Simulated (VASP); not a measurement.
NbBr3: relaxation of cell and atoms with PBE

Crystal: NbBr3.

```
Nb Br
1.0
     0.00000    4.13661    4.13661
     4.13661    0.00000    4.13661
     4.13661    4.13661    0.00000
Nb Br
1 3
Direct
  0.50000 0.50000 0.50000
  0.25000 0.25000 0.25000
  0.75000 0.75000 0.75000
  0.00000 0.00000 0.00000
```

The cell was built from a structure type or drawn by symmetry, and may not be a known phase.

```
Program                : VASP 6.6.1
Task                   : relaxation of cell and atoms
Functional             : PBE
Potentials or basis    : VASP PAW PBE potentials, release 64 (Nb_sv, Br)
Cutoff                 : 600 eV
k mesh                 : 4 × 4 × 4
Occupations            : gaussian, width 0.1 eV
Spin                   : collinear spin
Starting moments       : [1.98, -0.11, -0.11, 0.0] μB
Dipole correction      : no
Further INCAR settings : ALGO = Normal; EDIFF = 1e-06; IBRION = 2; EDIFFG = -0.04; NSW = 90; ISIF = 3
```

| Item | Value |
| --- | --- |
| Relaxed volume | 22.58 Å³/atom |
| Relaxed cell | a = 5.036 Å, b = 5.036 Å, c = 5.036 Å, α = 60.00°, β = 60.00°, γ = 60.00° |
| Space group after relaxing (to 0.1 Å) | Fm-3m (No. 225) |
| Energy gained by relaxing | 514.0 meV/atom |
| Ionic steps | 5 |
| Pressure after relaxing | 0.0 GPa |
| Band gap on the k mesh | zero (filled and empty bands overlap) |
| Net moment | 2.00 μB per cell |
| Site moments | Nb +1.69; Br -0.10, -0.00 (each value once) μB |
| Valence electrons inside the program's atomic spheres | Nb 10.35; Br 4.80, 4.89 (each value once) |

Step by step:
```csv
step,energy change (eV),largest force (eV/Å),pressure (GPa),volume (Å³)
1,0.0000,0.0000,-7.85,141.57
2,-1.5857,0.0000,-6.68,108.93
3,-2.0456,0.0000,-1.38,92.66
4,-2.0544,0.0000,0.57,89.41
5,-2.0560,0.0000,-0.01,90.34
```

Final structure:
```yaml
crystal:
  lattice:
    - [0.00000, 3.56131, 3.56131]
    - [3.56131, 0.00000, 3.56131]
    - [3.56131, 3.56131, 0.00000]
  atoms:
    - { symbol: Nb, position: [0.50000, 0.50000, 0.50000] }
    - { symbol: Br, position: [0.25000, 0.25000, 0.25000] }
    - { symbol: Br, position: [0.75000, 0.75000, 0.75000] }
    - { symbol: Br, position: [0.00000, 0.00000, 0.00000] }
```

Levels at points of the mesh, in eV from the Fermi level:
Spin up:
```csv
k point,band 16,band 17,band 18,band 19,band 20,band 21
"(0.00, 0.00, 0.00)",-1.74,-1.37,-1.37,1.16,1.16,1.16
"(0.50, 0.00, 0.00)",-1.08,-0.07,-0.07,-0.02,1.31,1.31
"(0.50, 0.50, 0.00)",-0.99,-0.68,-0.68,-0.32,0.48,0.48
```
Spin down:
| k point | band 12 | band 13 | band 14 | band 15 | band 16 | band 17 | band 18 | band 19 | band 20 | band 21 |
| --- | --- | --- | --- | --- | --- | --- | --- | --- | --- | --- |
| (0.00, 0.00, 0.00) | -4.03 | -4.03 | -1.70 | -1.70 | -1.70 | 0.44 | 0.44 | 2.07 | 2.07 | 2.07 |
| (0.50, 0.00, 0.00) | -4.08 | -3.52 | -1.70 | -1.70 | -0.99 | 0.90 | 1.74 | 1.74 | 2.06 | 2.06 |
| (0.50, 0.50, 0.00) | -3.09 | -2.50 | -2.29 | -0.71 | -0.71 | 0.68 | 0.85 | 1.03 | 1.31 | 1.31 |

Wall time 9 min on 1 thread of Intel(R) Xeon(R) Platinum 8259CL CPU @ 2.50GHz (Skylake/Cascade Lake), on a shared host, peak memory 0.43 GiB.

Caveat: the volume moved by over 15 % at a fixed basis, so the end points are rough.
